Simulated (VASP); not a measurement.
A run of VASP 6.6.1 is set up as follows.

File INCAR:

```
PREC = Accurate
ENCUT = 520
EDIFF = 1E-6
ISMEAR = -1
SIGMA = 0.03
LREAL = F
LASPH = T
NELM = 80
ALGO = Normal
ISIF = 2
LWAVE = F
LCHARG = F
NBANDS = 16
```

The input KPOINTS:

```
regular mesh
0
Gamma
  10 10 10
```

POSCAR

```
InSb
1.0
    0.0000000000      3.2391000000      3.1743180000
    3.2391000000      0.0000000000      3.1743180000
    3.2391000000      3.2391000000      0.0000000000
In Sb
1 1
Direct
    0.0000000000      0.0000000000      0.0000000000
    0.7500000000      0.7500000000      0.7500000000
```

Potentials or basis: VASP PAW LDA potentials, release 64 (In_d, Sb).

The run is started by

```sh
$ cat potpaw_LDA.64/In_d/POTCAR potpaw_LDA.64/Sb/POTCAR > POTCAR
$ mpirun -np 1 vasp_std > vasp.out
```

Estimate the pressure.

0.4 GPa.

What does it give for the band gap on the k mesh?

0.10 eV.

Stress tensor (GPa, compression positive):
```
0.23 0.00 0.00
0.00 0.23 0.00
0.00 0.00 0.79
```

Caveat: the cell differs from its parent crystal (zz strain of -2 %); spin-orbit coupling is left out, which moves the levels of the heavy elements. A k mesh can miss the band edges.
